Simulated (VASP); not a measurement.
A run of VASP 6.6.1 is set up as follows.

The input INCAR:

```
ALGO = Normal ; EDIFF = 1E-6
ENCUT = 520 ; GGA = RP
ISIF = 2 ; ISMEAR = -1
LASPH = T ; LCHARG = F
LREAL = F ; LWAVE = F
NBANDS = 18 ; NELM = 100
PREC = Accurate ; SIGMA = 0.1
```

Contents of KPOINTS:

```
k-points
0
Gamma
  14 14 4
```

The input POSCAR:

```
As
1.0
    3.1094879117      0.0000000000      0.0000000000
   -1.5547439558      2.6928955243      0.0000000000
    0.0000000000      0.0000000000     10.5371809749
As
4
Direct
    0.0000000000      1.0000000000      0.0000000000
    0.0000000000      1.0000000000      0.5000000000
    0.3333333333      0.6666666667      0.2500000000
    0.6666666667      0.3333333333      0.7500000000
```

Potentials or basis: VASP PAW PBE potentials, release 64 (As).

Run with:

```bash
$ cat potpaw_PBE.64/As/POTCAR > POTCAR
$ mpirun -np 1 vasp_std > vasp.out
```

**Question.** Estimate the band gap on the k mesh.

**Answer.** Zero (band 10 reaches 9.27 eV, above the bottom of band 11 at 2.87 eV).

**Question.** Estimate the pressure.

**Answer.** -6.7 GPa.

Stress tensor (GPa, compression positive):
```
-7.05  0.00  0.00
 0.00 -7.05  0.00
 0.00  0.00 -6.06
```

Caveat: the PAW data sets were made with another functional, which shifts forces and pressure a little.
